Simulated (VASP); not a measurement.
## Ti: relaxation of the atoms with PBEsol

The system is Ti, a slab with vacuum.

```
CELL_PARAMETERS angstrom
4.51529 0.00000 0.00000
-2.25765 3.91036 0.00000
0.00000 0.00000 24.79578
ATOMIC_POSITIONS crystal
Ti 0.33333 0.66667 0.30247
Ti 0.66667 0.33333 0.30247
Ti 0.00000 0.00000 0.35891
Ti 0.33333 0.66667 0.41534
Ti 0.66667 0.33333 0.41534
Ti 0.00000 0.00000 0.47178
Ti 0.33333 0.66667 0.52822
Ti 0.66667 0.33333 0.52822
Ti 0.00000 0.00000 0.58466
Ti 0.33333 0.66667 0.64109
Ti 0.66667 0.33333 0.64109
Ti 0.00000 0.00000 0.69753
```

```json
{"Program": "VASP 6.6.1", "Task": "relaxation of the atoms", "Functional": "PBEsol", "Potentials or basis": "VASP PAW PBE potentials, release 64 (Ti_sv)", "Cutoff": "520 eV", "k mesh": "9 × 9 × 1", "Occupations": "gaussian, width 0.1 eV", "Spin": "no spin polarisation", "Dipole correction": "yes", "Further INCAR settings": "ALGO = Normal; EDIFF = 1e-06; IBRION = 2; EDIFFG = -0.02; NSW = 80"}
```

```
Energy gained by relaxing    : 21.6 meV/atom
Ionic steps                  : 13
Largest force after relaxing : 0.011 eV/Å
Band gap on the k mesh       : zero (bands 72 and 73 overlap by 0.31 eV)
```

Forces on the atoms (eV/Å):
```
Ti   0.000  0.000  0.005
Ti   0.000  0.000  0.005
Ti   0.000  0.000 -0.011
Ti   0.000  0.000  0.004
Ti   0.000  0.000  0.004
Ti   0.000  0.000 -0.002
Ti   0.000  0.000 -0.001
Ti   0.000  0.000 -0.001
Ti   0.000  0.000 -0.003
Ti   0.000  0.000  0.002
Ti   0.000  0.000  0.002
Ti   0.000  0.000 -0.005
```

The path:
| step | energy change (eV) | largest force (eV/Å) | pressure (GPa) |
| --- | --- | --- | --- |
| 1 | 0.0000 | 1.1541 | -2.06 |
| 2 | -0.1624 | 0.6098 | -1.83 |
| 3 | -0.2281 | 0.2187 | -1.50 |
| 4 | -0.2377 | 0.1358 | -1.44 |
| 5 | -0.2438 | 0.2154 | -1.32 |
| 6 | -0.2510 | 0.1601 | -1.20 |
| 7 | -0.2564 | 0.1389 | -0.99 |
| 8 | -0.2564 | 0.1488 | -0.96 |
| 9 | -0.2588 | 0.0222 | -0.92 |
| 10 | -0.2588 | 0.0222 | -0.91 |
| 11 | -0.2587 | 0.0276 | -0.91 |
| 12 | -0.2588 | 0.0211 | -0.91 |
| 13 | -0.2589 | 0.0108 | -0.91 |

Final structure:
```yaml
crystal:
  lattice:
    - [4.51529, 0.00000, 0.00000]
    - [-2.25765, 3.91036, 0.00000]
    - [0.00000, 0.00000, 24.79578]
  atoms:
    - { symbol: Ti, position: [0.33333, 0.66667, 0.30879] }
    - { symbol: Ti, position: [0.66667, 0.33333, 0.30879] }
    - { symbol: Ti, position: [0.00000, 0.00000, 0.35653] }
    - { symbol: Ti, position: [0.33333, 0.66667, 0.41601] }
    - { symbol: Ti, position: [0.66667, 0.33333, 0.41601] }
    - { symbol: Ti, position: [0.00000, 0.00000, 0.47123] }
    - { symbol: Ti, position: [0.33333, 0.66667, 0.52718] }
    - { symbol: Ti, position: [0.66667, 0.33333, 0.52718] }
    - { symbol: Ti, position: [0.00000, 0.00000, 0.58486] }
    - { symbol: Ti, position: [0.33333, 0.66667, 0.63979] }
    - { symbol: Ti, position: [0.66667, 0.33333, 0.63979] }
    - { symbol: Ti, position: [0.00000, 0.00000, 0.69097] }
```

Levels at points of the mesh, in eV from the Fermi level:
```csv
k point,band 69,band 70,band 71,band 72,band 73,band 74,band 75,band 76
"(0.00, 0.00, 0.00)",-0.43,-0.43,-0.36,-0.36,0.00,0.21,0.46,0.75
```

It took 36 min on 4 MPI ranks on Intel(R) Xeon(R) Platinum 8488C (Sapphire Rapids) (shared host), peak memory 0.79 GiB a rank.

Caveat: the PAW data sets were made with another functional, which shifts forces and pressure a little.
